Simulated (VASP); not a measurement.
# BN (F-43m) in VASP: single point with PBE

Aim: the single point of BN with PBE.

Program: VASP 6.6.1. These are calculated values, not measurements. Logs are shortened: lines on timing, memory, paths and dates and some standing lists are left out, and cuts for length are marked.

## 1. The cell of the first run

The structure is cubic, space group F-43m (No. 216). The conventional cell has a = 3.624 Å, b = 3.624 Å, c = 3.624 Å, α = 90.00°, β = 90.00°, γ = 90.00°. Within 2.1 Å of B (site symmetry -43m) lie 4 N at 1.57 Å. N (site symmetry -43m) has 4 B at 1.57 Å within 2.1 Å.

## 2. Single point, PBE

Contents of INCAR:

```
PREC     = Accurate       # precision mode
ENCUT    = 520            # plane-wave cutoff, eV
EDIFF    = 1E-6           # SCF threshold, eV
ISMEAR   = 0              # smearing method
SIGMA    = 0.05           # smearing width, eV
LREAL    = False          # projectors in reciprocal space
LASPH    = True           # aspherical terms in the spheres
NELM     = 100            # most SCF steps
ALGO     = Normal         # electronic algorithm
ISIF     = 2              # what is computed and relaxed
LWAVE    = False          # write WAVECAR
LCHARG   = False          # write CHGCAR
GGA      = PE             # functional
NBANDS   = 11             # bands
```

Contents of KPOINTS:

```
Automatic mesh
0
Gamma
  12 12 12
```

Contents of POSCAR:

```
BN
1.0
    0.0000000000      1.8120810260      1.8120810260
    1.8120810260      0.0000000000      1.8120810260
    1.8120810260      1.8120810260      0.0000000000
B N
1 1
Direct
    0.0000000000      0.0000000000      0.0000000000
    0.7500000000      0.7500000000      0.7500000000
```

Potentials or basis: VASP PAW PBE potentials, release 64 (B, N).

The run is started by

```console
$ cat potpaw_PBE.64/B/POTCAR potpaw_PBE.64/N/POTCAR > POTCAR
$ mpirun -np 1 vasp_std > vasp.out
```

OUTCAR:

```text
PREC = Accurate
   ENCUT = 520
   EDIFF = 1E-6
   ISMEAR = 0
   LREAL = False
   LASPH = True
   NELM = 100
   ISIF = 2
   GGA = PE

 ion  position               nearest neighbor table
   1  0.000  0.000  0.000-   2 1.57   2 1.57   2 1.57   2 1.57
   2  0.750  0.750  0.750-   1 1.57   1 1.57   1 1.57   1 1.57

  LATTYP: Found a face centered cubic cell.
 ALAT       =     3.6241620520

  Lattice vectors:

 A1 = (   0.0000000000,   1.8120810260,   1.8120810260)
 A2 = (   1.8120810260,   0.0000000000,   1.8120810260)
 A3 = (   1.8120810260,   1.8120810260,   0.0000000000)

Analysis of symmetry for initial positions (statically):
=====================================================================
 Subroutine PRICEL returns:
 Original cell was already a primitive cell.

 Routine SETGRP: Setting up the symmetry group for a
 face centered cubic supercell.

 Subroutine GETGRP returns: Found 24 space group operations
 (whereof 24 operations were pure point group operations)
 out of a pool of 48 trial point group operations.

The static configuration has the point symmetry T_d .

Analysis of symmetry for dynamics (positions and initial velocities):
=====================================================================
 Subroutine PRICEL returns:
 Original cell was already a primitive cell.

 Routine SETGRP: Setting up the symmetry group for a
 face centered cubic supercell.

 Subroutine GETGRP returns: Found 24 space group operations
 (whereof 24 operations were pure point group operations)
 out of a pool of 48 trial point group operations.

The dynamic configuration has the point symmetry T_d .

 Subroutine INISYM returns: Found 24 space group operations
 (whereof 24 operations are pure point group operations),
 and found     1 'primitive' translations

----------------------------------------------------------------------------------------

                                     Primitive cell

  volume of cell :      11.9004

  direct lattice vectors                    reciprocal lattice vectors
     0.000000000  1.812081026  1.812081026    -0.275925851  0.275925851  0.275925851
     1.812081026  0.000000000  1.812081026     0.275925851 -0.275925851  0.275925851
     1.812081026  1.812081026  0.000000000     0.275925851  0.275925851 -0.275925851

  length of vectors
     2.562669563  2.562669563  2.562669563     0.477917594  0.477917594  0.477917594

  position of ions in fractional coordinates (direct lattice)
     0.000000000  0.000000000  0.000000000
     0.750000000  0.750000000  0.750000000

  ion indices of the primitive-cell ions
   primitive index   ion index
                 1           1
                 2           2

----------------------------------------------------------------------------------------

 KPOINTS: Automatic mesh

Automatic generation of k-mesh.
 Grid dimensions read from file:
 generate k-points for:   12   12   12

 Generating k-lattice:

  Cartesian coordinates                     Fractional coordinates (reciprocal lattice)
    -0.022993821  0.022993821  0.022993821     0.083333333  0.000000000  0.000000000
     0.022993821 -0.022993821  0.022993821     0.000000000  0.083333333  0.000000000
     0.022993821  0.022993821 -0.022993821     0.000000000  0.000000000  0.083333333

  Length of vectors
     0.039826466  0.039826466  0.039826466

  Shift w.r.t. Gamma in fractional coordinates (k-lattice)
     0.000000000  0.000000000  0.000000000

 Subroutine IBZKPT returns following result:
 ===========================================

 Found     72 irreducible k-points:

 Following reciprocal coordinates:
            Coordinates               Weight
  0.000000  0.000000  0.000000      1.000000
  0.083333  0.000000  0.000000      8.000000
  0.166667  0.000000  0.000000      8.000000
  0.250000  0.000000  0.000000      8.000000
  0.333333  0.000000  0.000000      8.000000
  0.416667  0.000000  0.000000      8.000000
[... 16 lines left out ...]
  0.500000  0.166667  0.000000     24.000000
 -0.416667  0.166667  0.000000     24.000000
 [... further k-points ...]
   k-points           NKPTS =     72   k-points in BZ     NKDIM =     72   number of bands    NBANDS=     11
   number of dos      NEDOS =    301   number of ions     NIONS =      2
   total plane-waves  NPLWV =   8000
   dimension x,y,z NGX =    20 NGY =   20 NGZ =   20
   dimension x,y,z NGXF=    40 NGYF=   40 NGZF=   40
   ions per type =               1   1
   NGX,Y,Z   is equivalent  to a cutoff of  12.97, 12.97, 12.97 a.u.
   NGXF,Y,Z  is equivalent  to a cutoff of  25.95, 25.95, 25.95 a.u.
 SYSTEM =  unknown system
   PREC   = accura    normal or accurate (medium, high low for compatibility)
   ISTART =      0    job   : 0-new  1-cont  2-samecut
   ICHARG =      2    charge: 1-file 2-atom 10-const
   ISPIN  =      1    spin polarized calculation?
   LNONCOLLINEAR =      F non collinear calculations
   LSORBIT =      F    spin-orbit coupling
   LASPH  =      T    aspherical Exc in radial PAW
   ENCUT  =  520.0 eV  38.22 Ry    6.18 a.u.   4.76  4.76  4.76*2*pi/ulx,y,z
   NELM   =    100;   NELMIN=  2; NELMDL= -5     # of ELM steps
   EDIFF  = 0.1E-05   stopping-criterion for ELM
   LREAL  =      F    real-space projection
   EDIFFG = 0.1E-04   stopping-criterion for IOM
   NSW    =      0    number of steps for IOM
   IBRION =     -1    ionic relax: 0-MD 1-quasi-New 2-CG
   NFREE  =      0    steps in history (QN), initial steepest desc. (CG)
   ISIF   =      2    stress and relaxation
   ISYM   =      2    0-nonsym 1-usesym 2-fastsym
   POTIM  = 0.5000    time-step for ionic-motion
   TEBEG  =    0.0;   TEEND  =   0.0 temperature during run
   PSTRESS=    0.0 pullay stress
   NELECT =       8.0000    total number of electrons
   NUPDOWN=      -1.0000    fix difference up-down
   EMIN   =  10.00;   EMAX   =-10.00  energy-range for DOS
   EFERMI =   0.00;   METHOD = LEGACY
   ISMEAR =     0;   SIGMA  =   0.05  broadening in eV -4-tet -1-fermi 0-gaus
   EFERMI_NEDOS =   21; number of points for ismear=-14 and -15
   IALGO  =     38    algorithm
   IMIX   =      4    mixing-type and parameters
     AMIX     =   0.40;   BMIX     =  1.00
     AMIX_MAG =   1.60;   BMIX_MAG =  1.00
  volume/ion in A,a.u.               =       5.95        40.15
  Fermi-wavevector in a.u.,A,eV,Ry     =   1.434115  2.710084 27.982897  2.056685
  Thomas-Fermi vector in A             =   2.553559
   LORBIT       =      0    0 simple, 1 ext, 2 COOP (PROOUT), +10 PAW based schemes
   GGA     = PE    functional components
   LHFCALC =     F    Hartree Fock is set to
   AEXX    =    0.0000 exact exchange contribution
   IVDW    =     0    specifies the selected vdW correction
   LEPSILON=     F    determine dielectric tensor
   LRPA    =     F    only Hartree local field effects (RPA)
 non-spin polarized calculation
 Gauss-broadening in eV      SIGMA  =   0.05
  energy-cutoff  :      520.00
  volume of cell :       11.90
 maximum number of plane-waves:       332
   NGX =  9   NGY =  9   NGZ =  9

 number of electron       7.9999999 magnetization

 Free energy of the ion-electron system (eV)
  ---------------------------------------------------
  ext. energy  EPLUGINS =         0.00000000
  ---------------------------------------------------
  free energy    TOTEN  =       -17.45097128 eV

  energy without entropy =      -17.45097128  energy(sigma->0) =      -17.45097128

 E-fermi :   7.5985     XC(G=0): -12.7846

 val. band max:        7.3096747712   @ k =   0.0000   0.0000   0.0000
 cond. band min:      11.7609343065   @ k =   0.5000   0.5000   0.0000
 fundamental gap:      4.4512595353
 Fermi energy:         7.5985425727

 k-point     1 :       0.0000    0.0000    0.0000
  band No.  band energies     occupation
      1     -12.8349      2.00000
      2       7.3097      2.00000
      3       7.3097      2.00000
      4       7.3097      2.00000
      5      16.0934      0.00000
      6      16.0934      0.00000
      7      16.0934      0.00000
      8      17.5358      0.00000
      9      31.9195      0.00000
     10      34.9857      0.00000
     11      34.9857      0.00000

 k-point     2 :       0.0833    0.0000    0.0000
  band No.  band energies     occupation
      1     -12.6669      2.00000
      2       6.4018      2.00000
      3       7.1305      2.00000
      4       7.1305      2.00000
      5      16.2920      0.00000
      6      16.3653      0.00000
      7      16.3653      0.00000
      8      18.1052      0.00000
      9      31.7325      0.00000
     10      32.7892      0.00000
     11      32.7892      0.00000

 k-point     3 :       0.1667    0.0000    0.0000
  band No.  band energies     occupation
      1     -12.1692      2.00000
      2       4.3134      2.00000
      3       6.6943      2.00000
      4       6.6943      2.00000
      5      16.5886      0.00000
      6      16.9974      0.00000
      7      16.9974      0.00000
      8      19.4411      0.00000
      9      31.2056      0.00000
     10      31.2423      0.00000
     11      31.2423      0.00000

 k-point     4 :       0.2500    0.0000    0.0000
  band No.  band energies     occupation
      1     -11.3655      2.00000
      2       1.8616      2.00000
      3       6.1905      2.00000
      4       6.1905      2.00000
      5      16.8767      0.00000
      6      17.6026      0.00000
      7      17.6026      0.00000
      8      20.7804      0.00000
      9      30.6635      0.00000
     10      30.8380      0.00000
     11      30.8380      0.00000
[... 239 lines left out ...]
 k-point    22 :       0.4167    0.1667    0.0000
  band No.  band energies     occupation
      1      -9.4309      2.00000
      2      -0.8164      2.00000
      3       4.1931      2.00000
      4       4.3779      2.00000
      5      15.7779      0.00000
      6      19.6383      0.00000
      7      20.1284      0.00000
      8      20.9976      0.00000
      9      27.6091      0.00000
     10      33.3950      0.00000
     11      35.6075      0.00000

 k-point    23 :       0.5000    0.1667    0.0000
  band No.  band energies     occupation
      1      -8.4752      2.00000
      2      -2.3572      2.00000
      3       3.6112      2.00000
      4       4.4498      2.00000
      5      16.1337      0.00000
      6      19.5687      0.00000
      7      19.8882      0.00000
      8      22.2919      0.00000
      9      27.9834      0.00000
     10      33.5675      0.00000
     11      34.8118      0.00000

 k-point    24 :      -0.4167    0.1667    0.0000
  band No.  band energies     occupation
      1      -8.2929      2.00000
      2      -2.6222      2.00000
      3       3.2122      2.00000
      4       4.7623      2.00000
      5      16.5844      0.00000
      6      19.4217      0.00000
      7      19.4956      0.00000
      8      22.9019      0.00000
      9      28.2702      0.00000
     10      32.5672      0.00000
     11      33.8384      0.00000

 [... further k-points ...]
[... 5 lines left out ...]
  --------------------------------------------------------------------------------------
  -------------------------------------------------------------------------------------
  Total        0.0303098      0.0303098      0.0303098     -0.0000000     -0.0000000      0.0000000
  in kB        4.0806677      4.0806677      4.0806677     -0.0000000     -0.0000000      0.0000000
  external PRESSURE =       4.0806677 kB  Pullay stress =       0.0000000 kB

 VOLUME and BASIS-vectors are now :
 -----------------------------------------------------------------------------
  energy-cutoff  :      520.00
  volume of cell :       11.90
      direct lattice vectors                 reciprocal lattice vectors
     0.000000000  1.812081026  1.812081026    -0.275925851  0.275925851  0.275925851
     1.812081026  0.000000000  1.812081026     0.275925851 -0.275925851  0.275925851
     1.812081026  1.812081026  0.000000000     0.275925851  0.275925851 -0.275925851

 POSITION                                       TOTAL-FORCE (eV/Angst)
 -----------------------------------------------------------------------------------
      0.00000      0.00000      0.00000         0.000000      0.000000      0.000000
      2.71812      2.71812      2.71812        -0.000000     -0.000000     -0.000000
 -----------------------------------------------------------------------------------
    total drift:                               -0.000000     -0.000000     -0.000000

  FREE ENERGIE OF THE ION-ELECTRON SYSTEM (eV)
  ---------------------------------------------------
  free  energy   TOTEN  =       -17.4509712846 eV

  energy  without entropy=      -17.4509712846  energy(sigma->0) =      -17.45097128
```

Wall time 6.3 s (1 thread of Intel Xeon Platinum 8375C at 2.90GHz (Ice Lake), shared host); peak memory 0.12 GiB.

What came out:

```yaml
Free_energy: -17.4510 eV
Pressure: 0.4 GPa
Band_gap_on_the_k_mesh: 4.45 eV, indirect (least direct gap 8.78 eV)
```

Levels at points of the mesh, in eV from the valence-band top:
| k point | band 2 | band 3 | band 4 | band 5 | band 6 | band 7 |
| --- | --- | --- | --- | --- | --- | --- |
| (0.00, 0.00, 0.00) | 0.00 | 0.00 | 0.00 | 8.78 | 8.78 | 8.78 |
| (0.50, 0.00, 0.00) | -10.62 | -1.93 | -1.93 | 10.05 | 10.66 | 10.66 |
| (0.50, 0.50, 0.00) | -8.87 | -4.87 | -4.87 | 4.45 | 9.19 | 17.80 |
